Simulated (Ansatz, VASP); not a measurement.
TlCl: VASP beside Ansatz

```xyz
2
Lattice="3.8000 0.0000 0.0000 0.0000 3.8000 0.0000 0.0000 0.0000 3.8000" Properties=species:S:1:pos:R:3 pbc="T T T"
Tl    0.0000    0.0000    0.0000
Cl    1.9000    1.9000    1.9000
```

Alike in both runs: task single point; functional r2SCAN; k mesh 6 × 6 × 6; no spin polarisation.

```csv
,VASP,Ansatz
version,VASP 6.6.1,Ansatz 0.2.0
potentials or method,"VASP PAW PBE potentials, release 64 (Tl_d, Cl)","plane waves, PAW"
plane-wave cutoff (eV),550,500
occupations,"gaussian, width 0.01 eV",fixed
valence electrons in the cell,20,20
```

```tsv
	VASP	Ansatz	Ansatz less VASP
gap on the k mesh at the Fermi level (eV)	2.44	2.43	-0.008
pressure (GPa)	0.9	0.9	+0.06
```

VASP's potentials were made for PBE, not for r2SCAN.

Neither program's run includes spin-orbit coupling.
